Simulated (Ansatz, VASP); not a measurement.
**WC in VASP and in Ansatz**

```
W C
1.0
     2.90050    0.00000    0.00000
    -1.45025    2.51191    0.00000
     0.00000    0.00000    2.82900
W C
1 1
Direct
  0.00000 0.00000 0.84093
  0.66667 0.33333 0.50000
```

Alike in both runs: task single point; functional r2SCAN; k mesh 18 × 18 × 16; occupations gaussian, width 0.15 eV; no spin polarisation.

```csv
,VASP,Ansatz
version,VASP 6.6.1,Ansatz 0.2.0
potentials or method,"VASP PAW PBE potentials, release 64 (W_sv, C), cutoff 520 eV","scalar-relativistic, plane waves, PAW"
valence electrons in the cell,18,18
```

|  | VASP | Ansatz | Ansatz less VASP |
| --- | --- | --- | --- |
| gap on the k mesh at the Fermi level (eV) | none | none | - |
| rms of the force components (eV/Å) | 4.455 | 4.410 | -0.0447 |

VASP's potentials were made for PBE, not for r2SCAN. Atom by atom the forces differ by 0.045 eV/Å (rms over components). A gap of «none» marks a metal or a gap that the smearing closes.

Spin-orbit coupling is off throughout.
